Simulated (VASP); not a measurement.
# SiO2: single point with PBE

Crystal: SiO2.

```
Si O
1.0
    -1.86375    1.86375    3.94383
     1.86375   -1.86375    3.94383
     1.86375    1.86375   -3.94383
Si O
2 4
Cartesian
  0.0000 0.0000 0.0000
  0.0000 1.8638 1.9719
  0.8706 0.9319 0.9860
  0.9319 2.7343 2.9579
  -0.9319 0.9932 2.9579
  -0.8706 2.7956 0.9860
```

```json
{
 "Program": "VASP 6.6.1",
 "Task": "single point",
 "Functional": "PBE",
 "Potentials or basis": "VASP PAW PBE potentials, release 64 (Si, O)",
 "Cutoff": "520 eV",
 "k mesh": "8 × 8 × 8",
 "Occupations": "gaussian, width 0.02 eV",
 "Spin": "no spin polarisation"
}
```

```
Pressure               : 30.6 GPa
Largest force          : 0.042 eV/Å
Band gap on the k mesh : 6.44 eV, indirect (least direct gap 6.87 eV)
```

Forces in eV/Å, atoms in the order of the input:
```
Si   0.000  0.000  0.000
Si   0.000  0.000  0.000
O    0.042  0.000  0.000
O    0.000  0.042  0.000
O    0.000 -0.042  0.000
O   -0.042  0.000  0.000
```

Stress tensor (GPa, compression positive):
```
30.40  0.00  0.00
 0.00 30.40  0.00
 0.00  0.00 31.01
```

Levels at points of the mesh, in eV from the valence-band top:
```tsv
k point	band 12	band 13	band 14	band 15	band 16	band 17	band 18	band 19	band 20	band 21
(0.00, 0.00, 0.00)	-0.80	-0.80	-0.80	-0.43	-0.43	6.44	7.13	9.10	9.10	13.92
(0.50, 0.00, 0.00)	-2.11	-1.37	-1.37	-0.63	-0.32	9.26	9.31	9.76	10.30	12.92
(0.50, 0.50, 0.00)	-1.93	-0.28	-0.28	0.00	0.00	10.09	10.09	11.22	11.22	12.63
(0.50, 0.50, 0.50)	-2.04	-1.31	-1.31	-0.13	-0.13	6.84	6.84	9.06	9.06	12.20
```

Run time: 2.8 min on 1 thread of AMD EPYC 7R13, with other jobs on the host, peak memory 0.2 GiB.

A k mesh can miss the band edges.
